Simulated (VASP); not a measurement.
# Ni (Fm-3m) in VASP: a series of runs

The runs below take Ni through single point, with PBE.

Program: VASP 6.6.1. These are calculated values, not measurements. Logs are shortened: lines on timing, memory, paths and dates and some standing lists are left out, and cuts for length are marked.

## Step 1: The cell of the first run

Symmetry: Fm-3m, No. 225, cubic system. Conventional cell: a = 3.499 Å, b = 3.499 Å, c = 3.499 Å, α = 90.00°, β = 90.00°, γ = 90.00°. Ni (site symmetry m-3m) has 12 Ni at 2.47 Å within 3.3 Å.

## Step 2: Single point, PBE, collinear spin, ferromagnetic start

Input file INCAR:

```
PREC     = Accurate       # precision mode
ENCUT    = 600            # plane-wave cutoff, eV
EDIFF    = 1E-6           # SCF threshold, eV
ISMEAR   = 0              # smearing method
SIGMA    = 0.05           # smearing width, eV
LREAL    = F              # projectors in reciprocal space
LASPH    = T              # aspherical terms in the spheres
NELM     = 200            # most SCF steps
ALGO     = Normal         # electronic algorithm
ISIF     = 2              # what is computed and relaxed
LWAVE    = F              # write WAVECAR
LCHARG   = F              # write CHGCAR
ISPIN    = 2              # spin polarisation
MAGMOM   = 2              # initial moments
LORBIT   = 11             # projections on sites
LMAXMIX  = 4              # l up to which the mixer works
GGA      = PE             # functional
NBANDS   = 15             # bands
GGA_COMPAT= F
```

Input file KPOINTS:

```
Automatic mesh
0
Gamma
  14 14 14
```

Input file POSCAR:

```
Ni
1.0
    0.0000000000      1.7495000000      1.7495000000
    1.7495000000      0.0000000000      1.7495000000
    1.7495000000      1.7495000000      0.0000000000
Ni
1
Direct
    0.0000000000      0.0000000000      0.0000000000
```

Potentials or basis: VASP PAW PBE potentials, release 64 (Ni).

Launch:

```console
$ cat potpaw_PBE.64/Ni/POTCAR > POTCAR
$ mpirun -np 1 vasp_std > vasp.out
```

OUTCAR:

```text
PREC = Accurate
   ENCUT = 600
   EDIFF = 1E-6
   ISMEAR = 0
   LREAL = F
   LASPH = T
   NELM = 200
   ISIF = 2
   ISPIN = 2
   LORBIT = 11
   GGA = PE

 ion  position               nearest neighbor table
   1  0.000  0.000  0.000-

  LATTYP: Found a face centered cubic cell.
 ALAT       =     3.4990000000

  Lattice vectors:

 A1 = (   0.0000000000,   1.7495000000,   1.7495000000)
 A2 = (   1.7495000000,   0.0000000000,   1.7495000000)
 A3 = (   1.7495000000,   1.7495000000,   0.0000000000)

Analysis of symmetry for initial positions (statically):
=====================================================================
 Subroutine PRICEL returns:
 Original cell was already a primitive cell.

 Routine SETGRP: Setting up the symmetry group for a
 face centered cubic supercell.

 Subroutine GETGRP returns: Found 48 space group operations
 (whereof 48 operations were pure point group operations)
 out of a pool of 48 trial point group operations.

The static configuration has the point symmetry O_h .

Analysis of symmetry for dynamics (positions and initial velocities):
=====================================================================
 Subroutine PRICEL returns:
 Original cell was already a primitive cell.

 Routine SETGRP: Setting up the symmetry group for a
 face centered cubic supercell.

 Subroutine GETGRP returns: Found 48 space group operations
 (whereof 48 operations were pure point group operations)
 out of a pool of 48 trial point group operations.

The dynamic configuration has the point symmetry O_h .

Analysis of structural, dynamic, and magnetic symmetry:
=====================================================================
 Subroutine PRICEL returns:
 Original cell was already a primitive cell.

 Routine SETGRP: Setting up the symmetry group for a
 face centered cubic supercell.

 Subroutine GETGRP returns: Found 48 space group operations
 (whereof 48 operations were pure point group operations)
 out of a pool of 48 trial point group operations.

The overall configuration has the point symmetry O_h .

 Subroutine INISYM returns: Found 48 space group operations
 (whereof 48 operations are pure point group operations),
 and found     1 'primitive' translations

----------------------------------------------------------------------------------------

                                     Primitive cell

  volume of cell :      10.7096

  direct lattice vectors                    reciprocal lattice vectors
     0.000000000  1.749500000  1.749500000    -0.285795942  0.285795942  0.285795942
     1.749500000  0.000000000  1.749500000     0.285795942 -0.285795942  0.285795942
     1.749500000  1.749500000  0.000000000     0.285795942  0.285795942 -0.285795942

  length of vectors
     2.474166627  2.474166627  2.474166627     0.495013092  0.495013092  0.495013092

  position of ions in fractional coordinates (direct lattice)
     0.000000000  0.000000000  0.000000000

  ion indices of the primitive-cell ions
   primitive index   ion index
                 1           1

----------------------------------------------------------------------------------------

 KPOINTS: Automatic mesh

Automatic generation of k-mesh.
 Grid dimensions read from file:
 generate k-points for:   14   14   14

 Generating k-lattice:

  Cartesian coordinates                     Fractional coordinates (reciprocal lattice)
    -0.020413996  0.020413996  0.020413996     0.071428571  0.000000000  0.000000000
     0.020413996 -0.020413996  0.020413996     0.000000000  0.071428571  0.000000000
     0.020413996  0.020413996 -0.020413996     0.000000000  0.000000000  0.071428571

  Length of vectors
     0.035358078  0.035358078  0.035358078

  Shift w.r.t. Gamma in fractional coordinates (k-lattice)
     0.000000000  0.000000000  0.000000000

 Subroutine IBZKPT returns following result:
 ===========================================

 Found    104 irreducible k-points:

 Following reciprocal coordinates:
            Coordinates               Weight
  0.000000  0.000000  0.000000      1.000000
  0.071429  0.000000  0.000000      8.000000
  0.142857  0.000000  0.000000      8.000000
  0.214286  0.000000  0.000000      8.000000
  0.285714  0.000000  0.000000      8.000000
  0.357143  0.000000  0.000000      8.000000
[... 16 lines left out ...]
  0.214286  0.142857  0.000000     24.000000
  0.285714  0.142857  0.000000     24.000000
 [... further k-points ...]
   k-points           NKPTS =    104   k-points in BZ     NKDIM =    104   number of bands    NBANDS=     15
   number of dos      NEDOS =    301   number of ions     NIONS =      1
   total plane-waves  NPLWV =   8000
   dimension x,y,z NGX =    20 NGY =   20 NGZ =   20
   dimension x,y,z NGXF=    40 NGYF=   40 NGZF=   40
   ions per type =               1
   NGX,Y,Z   is equivalent  to a cutoff of  13.44, 13.44, 13.44 a.u.
   NGXF,Y,Z  is equivalent  to a cutoff of  26.88, 26.88, 26.88 a.u.
 SYSTEM =  unknown system
   PREC   = accura    normal or accurate (medium, high low for compatibility)
   ISTART =      0    job   : 0-new  1-cont  2-samecut
   ICHARG =      2    charge: 1-file 2-atom 10-const
   ISPIN  =      2    spin polarized calculation?
   LNONCOLLINEAR =      F non collinear calculations
   LSORBIT =      F    spin-orbit coupling
   LASPH  =      T    aspherical Exc in radial PAW
   ENCUT  =  600.0 eV  44.10 Ry    6.64 a.u.   4.94  4.94  4.94*2*pi/ulx,y,z
   NELM   =    200;   NELMIN=  2; NELMDL= -5     # of ELM steps
   EDIFF  = 0.1E-05   stopping-criterion for ELM
   LREAL  =      F    real-space projection
   EDIFFG = 0.1E-04   stopping-criterion for IOM
   NSW    =      0    number of steps for IOM
   IBRION =     -1    ionic relax: 0-MD 1-quasi-New 2-CG
   NFREE  =      0    steps in history (QN), initial steepest desc. (CG)
   ISIF   =      2    stress and relaxation
   ISYM   =      2    0-nonsym 1-usesym 2-fastsym
   POTIM  = 0.5000    time-step for ionic-motion
   TEBEG  =    0.0;   TEEND  =   0.0 temperature during run
   PSTRESS=    0.0 pullay stress
   NELECT =      10.0000    total number of electrons
   NUPDOWN=      -1.0000    fix difference up-down
   EMIN   =  10.00;   EMAX   =-10.00  energy-range for DOS
   EFERMI =   0.00;   METHOD = LEGACY
   ISMEAR =     0;   SIGMA  =   0.05  broadening in eV -4-tet -1-fermi 0-gaus
   EFERMI_NEDOS =   21; number of points for ismear=-14 and -15
   IALGO  =     38    algorithm
   IMIX   =      4    mixing-type and parameters
     AMIX     =   0.40;   BMIX     =  1.00
     AMIX_MAG =   1.60;   BMIX_MAG =  1.00
  volume/ion in A,a.u.               =      10.71        72.27
  Fermi-wavevector in a.u.,A,eV,Ry     =   1.600114  3.023777 34.835872  2.560364
  Thomas-Fermi vector in A             =   2.697301
   LORBIT       =     11    0 simple, 1 ext, 2 COOP (PROOUT), +10 PAW based schemes
   GGA     = PE    functional components
   LHFCALC =     F    Hartree Fock is set to
   AEXX    =    0.0000 exact exchange contribution
   IVDW    =     0    specifies the selected vdW correction
   LEPSILON=     F    determine dielectric tensor
   LRPA    =     F    only Hartree local field effects (RPA)
 spin polarized calculation
 Gauss-broadening in eV      SIGMA  =   0.05
  energy-cutoff  :      600.00
  volume of cell :       10.71
 maximum number of plane-waves:       370
   NGX =  9   NGY =  9   NGZ =  9

 number of electron      10.0000006 magnetization       0.5760195

 Free energy of the ion-electron system (eV)
  ---------------------------------------------------
  ext. energy  EPLUGINS =         0.00000000
  ---------------------------------------------------
  free energy    TOTEN  =        -5.46620169 eV

  energy without entropy =       -5.46383701  energy(sigma->0) =       -5.46501935

 E-fermi :   9.6041     XC(G=0): -13.3484

 val. band max:        9.6035410456   @ k =  -0.2857   0.1429   0.0000
 cond. band min:       9.6049281805   @ k =   0.4286   0.4286   0.0000
 fundamental gap:      0.0013871349
 Fermi energy:         9.6040780976

 spin component 1

 k-point     1 :       0.0000    0.0000    0.0000
  band No.  band energies     occupation
      1       0.4856      1.00000
      2       7.1521      1.00000
      3       7.1521      1.00000
      4       7.1521      1.00000
      5       8.3568      1.00000
      6       8.3568      1.00000
      7      33.4629      0.00000
      8      37.4489      0.00000
      9      37.4489      0.00000
     10      37.4489      0.00000
     11      40.4436      0.00000
     12      40.4436      0.00000
     13      40.4436      0.00000
     14      43.3596      0.00000
     15      49.8501      0.00000
[... 397 lines left out ...]
 k-point    24 :       0.2857    0.1429    0.0000
  band No.  band energies     occupation
      1       3.1617      1.00000
      2       6.4768      1.00000
      3       7.4020      1.00000
      4       7.6637      1.00000
      5       8.3101      1.00000
      6       8.6936      1.00000
      7      25.2999      0.00000
      8      30.8729      0.00000
      9      31.5402      0.00000
     10      34.3050      0.00000
     11      39.4424      0.00000
     12      43.4065      0.00000
     13      45.3951      0.00000
     14      47.5762      0.00000
     15      52.1456      0.00000

 [... further k-points ...]

 spin component 2

 k-point     1 :       0.0000    0.0000    0.0000
  band No.  band energies     occupation
      1       0.4418      1.00000
      2       7.8575      1.00000
      3       7.8575      1.00000
      4       7.8575      1.00000
      5       8.8927      1.00000
      6       8.8927      1.00000
      7      33.2957      0.00000
      8      37.4181      0.00000
      9      37.4181      0.00000
     10      37.4181      0.00000
     11      40.5287      0.00000
     12      40.5287      0.00000
     13      40.5287      0.00000
     14      43.2388      0.00000
     15      50.0343      0.00000
[... 397 lines left out ...]
 k-point    24 :       0.2857    0.1429    0.0000
  band No.  band energies     occupation
      1       3.1471      1.00000
      2       7.1046      1.00000
      3       7.9781      1.00000
      4       8.3365      1.00000
      5       8.9385      1.00000
      6       9.2935      1.00000
      7      25.4043      0.00000
      8      30.9414      0.00000
      9      31.4950      0.00000
     10      34.3529      0.00000
     11      39.5491      0.00000
     12      43.3622      0.00000
     13      45.3580      0.00000
     14      47.5761      0.00000
     15      52.2238      0.00000

 [... further k-points ...]
[... 5 lines left out ...]
  --------------------------------------------------------------------------------------
  -------------------------------------------------------------------------------------
  Total        0.1961805      0.1961805      0.1961805     -0.0000000      0.0000000     -0.0000000
  in kB       29.3490913     29.3490913     29.3490913     -0.0000000      0.0000000     -0.0000000
  external PRESSURE =      29.3490913 kB  Pullay stress =       0.0000000 kB

 VOLUME and BASIS-vectors are now :
 -----------------------------------------------------------------------------
  energy-cutoff  :      600.00
  volume of cell :       10.71
      direct lattice vectors                 reciprocal lattice vectors
     0.000000000  1.749500000  1.749500000    -0.285795942  0.285795942  0.285795942
     1.749500000  0.000000000  1.749500000     0.285795942 -0.285795942  0.285795942
     1.749500000  1.749500000  0.000000000     0.285795942  0.285795942 -0.285795942

 POSITION                                       TOTAL-FORCE (eV/Angst)
 -----------------------------------------------------------------------------------
      0.00000      0.00000      0.00000        -0.000000     -0.000000      0.000000
 -----------------------------------------------------------------------------------
    total drift:                                0.000000     -0.000000      0.000000

  FREE ENERGIE OF THE ION-ELECTRON SYSTEM (eV)
  ---------------------------------------------------
  free  energy   TOTEN  =        -5.4662016929 eV

  energy  without entropy=       -5.4638370145  energy(sigma->0) =       -5.46501935

 total charge

# of ion       s       p       d       tot
------------------------------------------
    1        0.503   0.512   8.324   9.338

 magnetization (x)

# of ion       s       p       d       tot
------------------------------------------
    1       -0.008  -0.027   0.623   0.588
```

Wall time 25 s (1 thread of Intel Xeon 6975P-C, shared host); peak memory 0.15 GiB.

What came out:

```
Free energy                                           : -5.4662 eV
Pressure                                              : 2.9 GPa
Net moment                                            : 0.58 μB per cell
Site moments                                          : Ni +0.59 μB
Valence electrons inside the program's atomic spheres : Ni 9.34
```

Levels at points of the mesh, in eV from the Fermi level:
Spin up:
| k point | band 2 | band 3 | band 4 | band 5 | band 6 | band 7 | band 8 | band 9 |
| --- | --- | --- | --- | --- | --- | --- | --- | --- |
| (0.00, 0.00, 0.00) | -2.45 | -2.45 | -2.45 | -1.25 | -1.25 | 23.86 | 27.84 | 27.84 |
| (0.50, 0.00, 0.00) | -2.43 | -2.43 | -0.57 | -0.57 | -0.32 | 5.79 | 22.34 | 24.96 |
| (0.50, 0.50, 0.00) | -4.26 | -0.52 | -0.44 | -0.44 | 2.46 | 9.37 | 14.98 | 14.98 |
Spin down:
```csv
k point,band 3,band 4,band 5,band 6,band 7,band 8
"(0.00, 0.00, 0.00)",-1.75,-1.75,-0.71,-0.71,23.69,27.81
"(0.50, 0.00, 0.00)",-1.87,-0.39,0.13,0.13,6.18,22.19
"(0.50, 0.50, 0.00)",0.04,0.37,0.37,2.41,9.59,14.97
```

[end of part 1 of 2]
